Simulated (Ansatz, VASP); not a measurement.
## MnS: VASP beside Ansatz

File INCAR:

```
SYSTEM = MnS
ALGO = Normal
EDIFF = 1E-6
EDIFFG = -0.01
ENCUT = 600
GGA = PE
IBRION = 2
ISIF = 3
ISMEAR = -1
ISPIN = 2
LASPH = .TRUE.
LCHARG = .FALSE.
LDAU = .TRUE.
LDAUJ = 0 0
LDAUL = 2 -1
LDAUPRINT = 1
LDAUTYPE = 2
LDAUU = 1 0
LMAXMIX = 4
LORBIT = 11
LREAL = .FALSE.
LWAVE = .FALSE.
MAGMOM = 4 0
NELM = 150
NSW = 60
PREC = Accurate
SIGMA = 0.05
```

The input KPOINTS:

```
k-points
0
G
  9 9 9
  0 0 0
```

The input POSCAR:

```
MnS
1.0
    0.0000000000      2.4734634191      2.4734634191
    2.4734634191      0.0000000000      2.4734634191
    2.4734634191      2.4734634191      0.0000000000
Mn S
1 1
Direct
    0.0000000000      0.0000000000      0.0000000000
    0.7500000000      0.7500000000      0.7500000000
```

File input.yaml:

```yaml
crystal:
  lattice:
    - [0.0, 2.4734634191, 2.4734634191]
    - [2.4734634191, 0.0, 2.4734634191]
    - [2.4734634191, 2.4734634191, 0.0]
  atoms:
    - { symbol: Mn, position: [0.0, 0.0, 0.0], spin: 4.0 }
    - { symbol: S, position: [0.75, 0.75, 0.75] }
hamiltonian:
  xc: pbe
  pseudopotentials: { kind: paw }
  hubbard: { sites: [{ species: Mn, l: d, u_eff: 1.0 }] }
magnetization:
  spin_polarized: true
kpoints:
  mp_grid: { grid: [9, 9, 9] }
scf:
  occupations: { method: fermi_dirac, width: 0.05 }
output:
  forces: true
  stress: true
relax:
  f_tol: 0.01
  max_steps: 40
  cell: { stress_tol: 0.05 }
```

Alike in both runs: task relaxation of cell and atoms; functional PBE; k mesh 9 × 9 × 9; occupations fermi-dirac, width 0.05 eV; collinear spin; Hubbard terms Mn d U = 1.0 eV.

|  | VASP | Ansatz |
| --- | --- | --- |
| version | VASP 6.6.1 | Ansatz 0.2.0 |
| potentials or method | VASP PAW PBE potentials, release 64 (Mn_pv, S) | Ansatz PAW |
| plane-wave cutoff (eV) | 600 | 420 |
| valence electrons in the cell | 19 | 21 |

```csv
,VASP,Ansatz,Ansatz less VASP
net moment per atom (μB),0.05,2.50,+2.450
size of the moment on the site where the two differ most (μB),0.10,4.29,+4.191
relaxed volume (Å³/atom),15.57,22.87,+7.301
relaxed cell length with the largest relative difference (Å),3.531,4.014,+0.4830
```

The net moments are unlike, so the other rows may belong to different states. Site moments also hang on the region over which each program counts them. The programs project onto different local orbitals, so the same U acts differently, and such runs can settle in different states. VASP's potentials hold 19 valence electrons a cell and Ansatz's 21, so a difference there can come from the potentials and not from the codes.

Noted on Ansatz's run: the magnetic or orbital state may not be the lowest; the volume moved by over 15 % at a fixed basis, so the end points are rough; the plane-wave basis is chosen anew once the cell has moved, so the energies of steps on either side of that aren't comparable.
